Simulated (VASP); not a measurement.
Here is a VASP 6.6.1 calculation.

INCAR

```
PREC = Accurate
ENCUT = 520
EDIFF = 1E-6
ISMEAR = 0
SIGMA = 0.05
LREAL = False
LASPH = True
NELM = 60
ALGO = Normal
ISIF = 2
LWAVE = False
LCHARG = False
GGA = PE
NBANDS = 24
```

KPOINTS

```
regular mesh
0
Gamma
  9 9 4
```

POSCAR

```
SrO
1.0
    3.5769478779      0.0000000000      0.0000000000
   -1.7884739390      3.0977277303      0.0000000000
    0.0000000000      0.0000000000      6.2426216355
Sr O
2 2
Direct
    0.3333333333      0.6666666667      0.2500000000
    0.6666666667      0.3333333333      0.7500000000
   -0.0460014606     -0.0920029211      0.0000000000
    0.0460014606      0.0920029211      0.5000000000
```

Potentials or basis: VASP PAW PBE potentials, release 64 (Sr_sv, O).

The run is started by

```bash
$ cat potpaw_PBE.64/Sr_sv/POTCAR potpaw_PBE.64/O/POTCAR > POTCAR
$ mpirun -np 1 vasp_std > vasp.out
```

**Question.** Estimate the largest force.

**Answer.** 0.682 eV/Å.

**Question.** What does it give for the band gap on the k mesh?

**Answer.** 3.14 eV, direct.

**Question.** What does it give for the pressure?

**Answer.** 2.8 GPa.

Forces on the atoms (eV/Å):
```
Sr   0.000  0.383 -0.104
Sr   0.000 -0.383 -0.104
O    0.000  0.674  0.104
O    0.000 -0.674  0.104
```

Caveat: the cell differs from its parent crystal (mode 6 frozen in at +0.000 Å and mode 7 at -0.285 Å (largest displacements)). A k mesh can miss the band edges.
